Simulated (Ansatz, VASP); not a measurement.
## LiCl: VASP beside Ansatz

File INCAR:

```
ALGO = Normal
EDIFF = 1E-7
ENCUT = 520
GGA = CA
ISIF = 2
ISMEAR = 0
LASPH = True
LCHARG = False
LREAL = False
LWAVE = False
NBANDS = 18
NELM = 80
PREC = Accurate
SIGMA = 0.05
```

File KPOINTS:

```
k-points
0
Gamma
  9 9 4
```

The input POSCAR:

```
LiCl
1.0
    4.1603751408      0.0000000000      0.0000000000
   -2.0801875704      3.6029905612      0.0000000000
    0.0000000000      0.0000000000      6.3571610000
Li Cl
2 2
Direct
    0.6666666667      0.3333333333      0.8760170000
    0.3333333333      0.6666666667      0.3760170000
    0.6666666667      0.3333333333      0.4989840000
    0.3333333333      0.6666666667      0.9989840000
```

Input for Ansatz:

```yaml
crystal:
  lattice:
    - [4.1603751408, 0.0, 0.0]
    - [-2.0801875704, 3.6029905612, 0.0]
    - [0.0, 0.0, 6.357161]
  atoms:
    - { symbol: Li, position: [0.6666666667, 0.3333333333, 0.876017] }
    - { symbol: Li, position: [0.3333333333, 0.6666666667, 0.376017] }
    - { symbol: Cl, position: [0.6666666667, 0.3333333333, 0.498984] }
    - { symbol: Cl, position: [0.3333333333, 0.6666666667, 0.998984] }
basis:
  ecutwfc: 420
kpoints:
  mp_grid: { grid: [9, 9, 4] }
hamiltonian:
  xc: lda
scf:
  occupations: { method: gaussian, width: 0.05 }
output:
  forces: true
  stress: true
  eigenvalues: true
```

Change from the starting cell: strain +0.0600 x Voigt [1, 1, 0, 0, 0, 0], atoms carried along.

Alike in both runs: task single point; functional LDA; k mesh 9 × 9 × 4; occupations gaussian, width 0.05 eV; no spin polarisation.

```csv
,VASP,Ansatz
version,VASP 6.6.1,Ansatz 0.2.0
potentials or method,"VASP PAW LDA potentials, release 64 (Li_sv, Cl), cutoff 520 eV","scalar-relativistic, plane waves, PAW"
valence electrons in the cell,20,20
```

```csv
,VASP,Ansatz,Ansatz less VASP
gap on the k mesh at the Fermi level (eV),5.12,5.11,-0.010
least direct gap on the mesh (eV),5.12,5.11,-0.010
rms of the force components (eV/Å),0.044,0.043,-0.0008
```

LDA's correlation is that of Perdew and Zunger in VASP and of Perdew and Wang (1992) in Ansatz. Atom by atom the forces differ by 0.001 eV/Å (rms over components).

Noted on VASP's run: the cutoff is short for stress, so the pressure is rough.
